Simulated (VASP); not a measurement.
The system is Si7Mo.

```
Si Mo
1.0
     4.62959    0.00000    0.00000
    -2.31479    4.00934    0.00000
     0.00000    0.00000    6.81086
Si Mo
7 1
Cartesian
  0.0000 2.6729 0.0000
  2.3148 1.3364 0.0000
  0.0000 2.6729 4.7260
  2.3148 1.3364 4.7260
  2.3148 1.3364 2.0849
  0.0000 2.6729 2.0849
  0.0000 0.0000 0.0000
  0.0000 0.0000 3.4054
```

| Item | Value |
| --- | --- |
| Program | VASP 6.6.1 |
| Task | relaxation of cell and atoms |
| Functional | PBE |
| Potentials or basis | VASP PAW PBE potentials, release 64 (Si, Mo_sv) |
| Cutoff | 600 eV |
| k mesh | 4 × 4 × 3 |
| Occupations | gaussian, width 0.2 eV |
| Spin | no spin polarisation |

At the start: pressure 1.3 GPa; volume 15.80 Å³/atom.

Task: How do energy, volume and symmetry change on relaxing?

Result: Over 9 steps the energy falls by 384.1 meV/atom and the volume is 15.03 Å³/atom (-4.9 %); space group P6/mmm (No. 191, to 0.05 Å).

The path:
| step | energy change (eV) | largest force (eV/Å) | pressure (GPa) | volume (Å³) |
| --- | --- | --- | --- | --- |
| 1 | 0.0000 | 5.5266 | 1.26 | 126.42 |
| 2 | -2.1526 | 0.5897 | -2.60 | 127.01 |
| 3 | -2.7531 | 0.7036 | -6.26 | 127.17 |
| 4 | -2.7565 | 0.7948 | -6.33 | 127.16 |
| 5 | -2.7561 | 0.8800 | -6.38 | 127.16 |
| 6 | -3.0029 | 0.3759 | 4.44 | 116.95 |
| 7 | -3.0406 | 0.0738 | 1.18 | 119.44 |
| 8 | -3.0709 | 0.0981 | 0.05 | 120.46 |
| 9 | -3.0725 | 0.0617 | 0.23 | 120.28 |

Final structure:
```xyz
8
Lattice="4.4371 0.0000 0.0000 -2.2186 3.8427 0.0000 0.0000 0.0000 7.0542" Properties=species:S:1:pos:R:3 pbc="T T T"
Si    0.0000    2.5618    0.0000
Si    2.2186    1.2809    0.0000
Si    0.0000    2.5618    4.6793
Si    2.2186    1.2809    4.6793
Si    2.2186    1.2809    2.3749
Si    0.0000    2.5618    2.3749
Si    0.0000    0.0000    0.0000
Mo    0.0000    0.0000    3.5271
```

Caveat: the k points lie up to 0.41 Å⁻¹ apart in the final cell; the relaxation stopped at a loose force limit of 0.08 eV/Å, so its end isn't a converged minimum.
